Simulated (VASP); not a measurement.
# SnTe (P-3m1) in VASP: notebook

The runs below take SnTe through single point, relaxation of cell and atoms, with PBE.

Everything below comes from runs of VASP 6.6.1. Logs are shortened: lines on timing, memory, paths and dates and some standing lists are left out, and cuts for length are marked.

## (1) The cell of the first run

Symmetry: P-3m1, No. 164, trigonal system. Conventional cell: a = 4.513 Å, b = 4.513 Å, c = 7.509 Å, α = 90.00°, β = 90.00°, γ = 120.00°. Sn (site symmetry 3m) has 1 Sn at 2.37 Å and 3 Te at 2.92 Å within 3.1 Å. Te (site symmetry 3m) has 3 Sn at 2.92 Å and 3 Te at 3.62 Å within 3.8 Å.

The cell was built from a structure type or drawn by symmetry, and may not be a known phase.

## (2) Single point, PBE

INCAR

```
PREC = Accurate
ENCUT = 520
EDIFF = 1E-6
ISMEAR = 0
SIGMA = 0.1
LREAL = False
LASPH = True
NELM = 100
ALGO = Normal
ISIF = 2
LWAVE = False
LCHARG = False
GGA = PE
NBANDS = 28
```

KPOINTS

```
Automatic mesh
0
Gamma
  6 6 2
```

POSCAR

```
SnTe
1.0
    4.5126353600      0.0000000000      0.0000000000
   -2.2563176800      3.9080568600      0.0000000000
    0.0000000000      0.0000000000      7.5090625400
Sn Te
2 2
Direct
    0.0000000000      0.0000000000      0.8419663300
    0.0000000000      0.0000000000      0.1580336700
    0.3333333300      0.6666666700      0.6671839400
    0.6666666700      0.3333333300      0.3328160600
```

Potentials or basis: VASP PAW PBE potentials, release 64 (Sn_d, Te).

Started as:

```
cat potpaw_PBE.64/Sn_d/POTCAR potpaw_PBE.64/Te/POTCAR > POTCAR
mpirun -np 1 vasp_std > vasp.out
```

OUTCAR:

```text
PREC = Accurate
   ENCUT = 520
   EDIFF = 1E-6
   ISMEAR = 0
   LREAL = False
   LASPH = True
   NELM = 100
   ISIF = 2
   GGA = PE

 ion  position               nearest neighbor table
   1  0.000  0.000  0.842-   2 2.37   3 2.92   3 2.92   3 2.92
   2  0.000  0.000  0.158-   1 2.37   4 2.92   4 2.92   4 2.92
   3  0.333  0.667  0.667-   1 2.92   1 2.92   1 2.92   4 3.62   4 3.62   4 3.62
   4  0.667  0.333  0.333-   2 2.92   2 2.92   2 2.92   3 3.62   3 3.62   3 3.62

  LATTYP: Found a hexagonal cell.
 ALAT       =     4.5126353600
 C/A-ratio  =     1.6640082659

  Lattice vectors:

 A1 = (   4.5126353600,   0.0000000000,   0.0000000000)
 A2 = (  -2.2563176800,   3.9080568600,   0.0000000000)
 A3 = (   0.0000000000,   0.0000000000,   7.5090625400)

Analysis of symmetry for initial positions (statically):
=====================================================================
 Subroutine PRICEL returns:
 Original cell was already a primitive cell.

 Routine SETGRP: Setting up the symmetry group for a
 hexagonal supercell.

 Subroutine GETGRP returns: Found 12 space group operations
 (whereof 12 operations were pure point group operations)
 out of a pool of 24 trial point group operations.

The static configuration has the point symmetry D_3d.

Analysis of symmetry for dynamics (positions and initial velocities):
=====================================================================
 Subroutine PRICEL returns:
 Original cell was already a primitive cell.

 Routine SETGRP: Setting up the symmetry group for a
 hexagonal supercell.

 Subroutine GETGRP returns: Found 12 space group operations
 (whereof 12 operations were pure point group operations)
 out of a pool of 24 trial point group operations.

The dynamic configuration has the point symmetry D_3d.

 Subroutine INISYM returns: Found 12 space group operations
 (whereof 12 operations are pure point group operations),
 and found     1 'primitive' translations

----------------------------------------------------------------------------------------

                                     Primitive cell

  volume of cell :     132.4271

  direct lattice vectors                    reciprocal lattice vectors
     4.512635360  0.000000000  0.000000000     0.221600001  0.127940820  0.000000000
    -2.256317680  3.908056860  0.000000000     0.000000000  0.255881640  0.000000000
     0.000000000  0.000000000  7.509062540     0.000000000  0.000000000  0.133172416

  length of vectors
     4.512635360  4.512635360  7.509062540     0.255881640  0.255881640  0.133172416

  position of ions in fractional coordinates (direct lattice)
     0.000000000  0.000000000  0.841966330
     0.000000000  0.000000000  0.158033670
     0.333333330  0.666666670  0.667183940
     0.666666670  0.333333330  0.332816060

  ion indices of the primitive-cell ions
   primitive index   ion index
                 1           1
                 2           2
                 3           3
                 4           4

----------------------------------------------------------------------------------------

 KPOINTS: Automatic mesh

Automatic generation of k-mesh.
 Grid dimensions read from file:
 generate k-points for:    6    6    2

 Generating k-lattice:

  Cartesian coordinates                     Fractional coordinates (reciprocal lattice)
     0.036933333  0.021323470  0.000000000     0.166666667  0.000000000  0.000000000
     0.000000000  0.042646940  0.000000000     0.000000000  0.166666667  0.000000000
     0.000000000  0.000000000  0.066586208     0.000000000  0.000000000  0.500000000

  Length of vectors
     0.042646940  0.042646940  0.066586208

  Shift w.r.t. Gamma in fractional coordinates (k-lattice)
     0.000000000  0.000000000  0.000000000

 Subroutine IBZKPT returns following result:
 ===========================================

 Found     14 irreducible k-points:

 Following reciprocal coordinates:
            Coordinates               Weight
  0.000000  0.000000  0.000000      1.000000
  0.166667  0.000000  0.000000      6.000000
  0.333333  0.000000  0.000000      6.000000
  0.500000  0.000000  0.000000      3.000000
  0.166667  0.166667  0.000000      6.000000
  0.333333  0.166667  0.000000     12.000000
  0.333333  0.333333  0.000000      2.000000
  0.000000  0.000000  0.500000      1.000000
  0.166667  0.000000  0.500000      6.000000
  0.333333  0.000000  0.500000      6.000000
  0.500000  0.000000  0.500000      3.000000
  0.166667  0.166667  0.500000      6.000000
  0.333333  0.166667  0.500000     12.000000
  0.333333  0.333333  0.500000      2.000000
   k-points           NKPTS =     14   k-points in BZ     NKDIM =     14   number of bands    NBANDS=     28
   number of dos      NEDOS =    301   number of ions     NIONS =      4
   total plane-waves  NPLWV =  72576
   dimension x,y,z NGX =    36 NGY =   36 NGZ =   56
   dimension x,y,z NGXF=    72 NGYF=   72 NGZF=  112
   ions per type =               2   2
   NGX,Y,Z   is equivalent  to a cutoff of  13.26, 13.26, 12.40 a.u.
   NGXF,Y,Z  is equivalent  to a cutoff of  26.52, 26.52, 24.80 a.u.
 SYSTEM =  unknown system
   PREC   = accura    normal or accurate (medium, high low for compatibility)
   ISTART =      0    job   : 0-new  1-cont  2-samecut
   ICHARG =      2    charge: 1-file 2-atom 10-const
   ISPIN  =      1    spin polarized calculation?
   LNONCOLLINEAR =      F non collinear calculations
   LSORBIT =      F    spin-orbit coupling
   LASPH  =      T    aspherical Exc in radial PAW
   ENCUT  =  520.0 eV  38.22 Ry    6.18 a.u.   8.39  8.39 13.96*2*pi/ulx,y,z
   NELM   =    100;   NELMIN=  2; NELMDL= -5     # of ELM steps
   EDIFF  = 0.1E-05   stopping-criterion for ELM
   LREAL  =      F    real-space projection
[... 7 lines left out ...]
   TEBEG  =    0.0;   TEEND  =   0.0 temperature during run
   PSTRESS=    0.0 pullay stress
   NELECT =      40.0000    total number of electrons
   NUPDOWN=      -1.0000    fix difference up-down
   EMIN   =  10.00;   EMAX   =-10.00  energy-range for DOS
   EFERMI =   0.00;   METHOD = LEGACY
   ISMEAR =     0;   SIGMA  =   0.10  broadening in eV -4-tet -1-fermi 0-gaus
   EFERMI_NEDOS =   21; number of points for ismear=-14 and -15
   IALGO  =     38    algorithm
   IMIX   =      4    mixing-type and parameters
     AMIX     =   0.40;   BMIX     =  1.00
     AMIX_MAG =   1.60;   BMIX_MAG =  1.00
  volume/ion in A,a.u.               =      33.11       223.42
  Fermi-wavevector in a.u.,A,eV,Ry     =   1.098422  2.075717 16.415849  1.206531
  Thomas-Fermi vector in A             =   2.234799
   LORBIT       =      0    0 simple, 1 ext, 2 COOP (PROOUT), +10 PAW based schemes
   GGA     = PE    functional components
   LHFCALC =     F    Hartree Fock is set to
   AEXX    =    0.0000 exact exchange contribution
   IVDW    =     0    specifies the selected vdW correction
   LEPSILON=     F    determine dielectric tensor
   LRPA    =     F    only Hartree local field effects (RPA)
 non-spin polarized calculation
 Gauss-broadening in eV      SIGMA  =   0.10
  energy-cutoff  :      520.00
  volume of cell :      132.43
 maximum number of plane-waves:      3628
 NGX is ok and might be reduce to    36
   NGX = 17   NGY = 17   NGZ = 27

 number of electron      40.0000003 magnetization

 Free energy of the ion-electron system (eV)
  ---------------------------------------------------
  ext. energy  EPLUGINS =         0.00000000
  ---------------------------------------------------
  free energy    TOTEN  =       -12.25023820 eV

  energy without entropy =      -12.22404443  energy(sigma->0) =      -12.23714132

 E-fermi :   6.7491     XC(G=0):  -9.0945

 val. band max:        6.7456922706   @ k =   0.1667   0.1667   0.0000
 cond. band min:       6.7511348173   @ k =   0.3333   0.1667   0.0000
 fundamental gap:      0.0054425467
 Fermi energy:         6.7491144111

 k-point     1 :       0.0000    0.0000    0.0000
  band No.  band energies     occupation
      1     -16.4054      2.00000
      2     -15.9323      2.00000
      3     -15.9323      2.00000
      4     -15.6441      2.00000
      5     -15.6441      2.00000
      6     -15.5744      2.00000
[... 20 lines left out ...]
     27      10.6749      0.00000
     28      12.0107      0.00000

 k-point     2 :       0.1667    0.0000    0.0000
  band No.  band energies     occupation
      1     -16.4046      2.00000
      2     -15.9342      2.00000
      3     -15.9327      2.00000
      4     -15.6452      2.00000
      5     -15.6416      2.00000
      6     -15.5753      2.00000
[... 20 lines left out ...]
     27      11.2966      0.00000
     28      11.6261      0.00000

 k-point     3 :       0.3333    0.0000    0.0000
  band No.  band energies     occupation
      1     -16.4031      2.00000
      2     -15.9381      2.00000
      3     -15.9335      2.00000
      4     -15.6474      2.00000
      5     -15.6366      2.00000
      6     -15.5770      2.00000
[... 20 lines left out ...]
     27      11.9954      0.00000
     28      12.3303      0.00000

 k-point     4 :       0.5000    0.0000    0.0000
  band No.  band energies     occupation
      1     -16.4024      2.00000
      2     -15.9400      2.00000
      3     -15.9339      2.00000
      4     -15.6485      2.00000
      5     -15.6342      2.00000
      6     -15.5779      2.00000
[... 20 lines left out ...]
     27      12.3219      0.00000
     28      12.7098      0.00000

 k-point     5 :       0.1667    0.1667    0.0000
  band No.  band energies     occupation
      1     -16.4035      2.00000
      2     -15.9367      2.00000
      3     -15.9337      2.00000
      4     -15.6460      2.00000
      5     -15.6388      2.00000
      6     -15.5758      2.00000
[... 20 lines left out ...]
     27      11.5317      0.00000
     28      12.3588      0.00000

 k-point     6 :       0.3333    0.1667    0.0000
  band No.  band energies     occupation
      1     -16.4024      2.00000
      2     -15.9390      2.00000
      3     -15.9349      2.00000
      4     -15.6461      2.00000
      5     -15.6367      2.00000
      6     -15.5758      2.00000
[... 20 lines left out ...]
     27      11.9691      0.00000
     28      12.0204      0.00000

 k-point     7 :       0.3333    0.3333    0.0000
  band No.  band energies     occupation
      1     -16.4020      2.00000
      2     -15.9375      2.00000
      3     -15.9375      2.00000
      4     -15.6412      2.00000
      5     -15.6412      2.00000
      6     -15.5716      2.00000
[... 20 lines left out ...]
     27      11.5893      0.00000
     28      11.5893      0.00000

 k-point     8 :       0.0000    0.0000    0.5000
  band No.  band energies     occupation
      1     -16.4048      2.00000
      2     -15.9321      2.00000
      3     -15.9321      2.00000
      4     -15.6441      2.00000
      5     -15.6441      2.00000
      6     -15.5745      2.00000
[... 20 lines left out ...]
     27      11.7243      0.00000
     28      12.3619      0.00000

 k-point     9 :       0.1667    0.0000    0.5000
  band No.  band energies     occupation
      1     -16.4040      2.00000
      2     -15.9340      2.00000
      3     -15.9325      2.00000
      4     -15.6451      2.00000
      5     -15.6416      2.00000
      6     -15.5754      2.00000
[... 20 lines left out ...]
     27      11.2490      0.00000
     28      11.9520      0.00000

 k-point    10 :       0.3333    0.0000    0.5000
  band No.  band energies     occupation
      1     -16.4026      2.00000
      2     -15.9377      2.00000
      3     -15.9333      2.00000
      4     -15.6473      2.00000
      5     -15.6366      2.00000
      6     -15.5771      2.00000
[... 20 lines left out ...]
     27      11.6919      0.00000
     28      11.9074      0.00000

 k-point    11 :       0.5000    0.0000    0.5000
  band No.  band energies     occupation
      1     -16.4018      2.00000
      2     -15.9396      2.00000
      3     -15.9337      2.00000
      4     -15.6484      2.00000
      5     -15.6341      2.00000
      6     -15.5780      2.00000
[... 20 lines left out ...]
     27      12.6813      0.00000
     28      13.6757      0.00000

 k-point    12 :       0.1667    0.1667    0.5000
  band No.  band energies     occupation
      1     -16.4029      2.00000
      2     -15.9364      2.00000
      3     -15.9334      2.00000
      4     -15.6459      2.00000
      5     -15.6388      2.00000
      6     -15.5759      2.00000
[... 20 lines left out ...]
     27      11.3613      0.00000
     28      12.1924      0.00000

 k-point    13 :       0.3333    0.1667    0.5000
  band No.  band energies     occupation
      1     -16.4018      2.00000
      2     -15.9386      2.00000
      3     -15.9347      2.00000
      4     -15.6461      2.00000
      5     -15.6367      2.00000
      6     -15.5759      2.00000
[... 20 lines left out ...]
     27      11.9420      0.00000
     28      12.8914      0.00000

 k-point    14 :       0.3333    0.3333    0.5000
  band No.  band energies     occupation
      1     -16.4015      2.00000
      2     -15.9372      2.00000
      3     -15.9372      2.00000
      4     -15.6412      2.00000
      5     -15.6412      2.00000
      6     -15.5717      2.00000
[... 20 lines left out ...]
     27      12.0578      0.00000
     28      12.0578      0.00000

------------------------ aborting loop because EDIFF is reached ----------------------------------------

  FORCE on cell =-STRESS in cart. coord.  units (eV):
  Direction    XX          YY          ZZ          XY          YZ          ZX
  --------------------------------------------------------------------------------------
  -------------------------------------------------------------------------------------
  Total        3.7429951      3.7429951     17.4119744      0.0000000      0.0000000      0.0000000
  in kB       45.2848570     45.2848570    210.6598469      0.0000000      0.0000000      0.0000000
  external PRESSURE =     100.4098536 kB  Pullay stress =       0.0000000 kB

 VOLUME and BASIS-vectors are now :
 -----------------------------------------------------------------------------
  energy-cutoff  :      520.00
  volume of cell :      132.43
      direct lattice vectors                 reciprocal lattice vectors
     4.512635360  0.000000000  0.000000000     0.221600001  0.127940820  0.000000000
    -2.256317680  3.908056860  0.000000000     0.000000000  0.255881640  0.000000000
     0.000000000  0.000000000  7.509062540     0.000000000  0.000000000  0.133172416

 POSITION                                       TOTAL-FORCE (eV/Angst)
 -----------------------------------------------------------------------------------
      0.00000      0.00000      6.32238         0.000000     -0.000000     -5.614325
      0.00000      0.00000      1.18668        -0.000000      0.000000      5.614325
     -0.00000      2.60537      5.00993         0.000000      0.000000     -0.979305
      2.25632      1.30269      2.49914        -0.000000     -0.000000      0.979305
 -----------------------------------------------------------------------------------
    total drift:                               -0.000000      0.000000      0.000000

  FREE ENERGIE OF THE ION-ELECTRON SYSTEM (eV)
  ---------------------------------------------------
  free  energy   TOTEN  =       -12.2502382001 eV

  energy  without entropy=      -12.2240444339  energy(sigma->0) =      -12.23714132
```

Wall time 41 s (1 thread of Intel Xeon Platinum 8488C (Sapphire Rapids), shared host); peak memory 0.25 GiB.

What came out:

```
Free energy            : -12.2502 eV
Pressure               : 10.0 GPa
Largest force          : 5.614 eV/Å
Band gap on the k mesh : zero (bands 20 and 21 overlap by 1.43 eV)
```

Forces on the atoms (eV/Å):
```
Sn   0.000  0.000 -5.614
Sn   0.000  0.000  5.614
Te   0.000  0.000 -0.979
Te   0.000  0.000  0.979
```

Caveat: the k points lie up to 0.42 Å⁻¹ apart, too coarse for converged energies and pressures of a metal; spin-orbit coupling is left out, which moves the levels of the heavy elements; forces of over 1 eV/Å act on the atoms, so gaps and moduli don't describe the material at rest.

## (3) Single point, PBE

This run uses another cell than the first one, of 42.31 Å³/atom.

INCAR

```
SYSTEM = SnTe
ALGO = Normal
EDIFF = 1E-6
ENCUT = 520
GGA = PE
ISIF = 2
ISMEAR = 0
LASPH = .TRUE.
LCHARG = .TRUE.
LELF = .TRUE.
LREAL = .FALSE.
LVHAR = .TRUE.
LWAVE = .FALSE.
NBANDS = 28
NELM = 80
PREC = Accurate
SIGMA = 0.1
```

KPOINTS

```
k-points
0
G
  6 6 2
  0 0 0
```

POSCAR

```
SnTe
1.0
    4.2438749494      0.0000000000      0.0000000000
   -2.1219374747      3.6753035166      0.0000000000
    0.0000000000      0.0000000000     10.8504992492
Sn Te
2 2
Direct
    0.0000000000      0.0000000000      0.8111783653
    0.0000000000      0.0000000000      0.1888216347
    0.3333333333      0.6666666667      0.6584564107
    0.6666666667      0.3333333333      0.3415435893
```

Potentials or basis: VASP PAW PBE potentials, release 64 (Sn_d, Te).

Started as:

```
cat potpaw_PBE.64/Sn_d/POTCAR potpaw_PBE.64/Te/POTCAR > POTCAR
mpirun -np 1 vasp_std > vasp.out
```

It took 55 s on 1 thread of Intel Xeon Platinum 8488C (Sapphire Rapids), shared host; peak memory 0.29 GiB.

It converged, with:

| Quantity | Value |
| --- | --- |
| Free energy | -14.6247 eV |
| Pressure | 0.1 GPa |
| Largest force | 0.023 eV/Å |
| Band gap on the k mesh | 0.38 eV |

Forces on the atoms (eV/Å):
```
Sn   0.000  0.000  0.023
Sn   0.000  0.000 -0.023
Te   0.000  0.000 -0.016
Te   0.000  0.000  0.016
```

Stress tensor (GPa, compression positive):
```
0.00 0.00 0.00
0.00 0.00 0.00
0.00 0.00 0.37
```

Levels at points of the mesh, in eV from the valence-band top:
```
           k point  band 17  band 18  band 19  band 20  band 21  band 22  band 23  band 24
(0.00, 0.00, 0.00)    -1.33    -1.23    -1.23     0.00     0.38     1.44     2.39     2.39
(0.50, 0.00, 0.00)    -2.52    -2.30    -2.06    -1.93     0.73     1.15     1.39     2.50
(0.00, 0.00, 0.50)    -1.34    -1.22    -1.22    -1.17     0.88     1.42     2.26     2.26
(0.50, 0.00, 0.50)    -2.61    -2.50    -2.33    -1.51     0.74     0.79     2.13     2.49
```

Caveat: spin-orbit coupling is left out, which moves the levels of the heavy elements. A k mesh can miss the band edges.

(Part 1 of 2 ends here.)
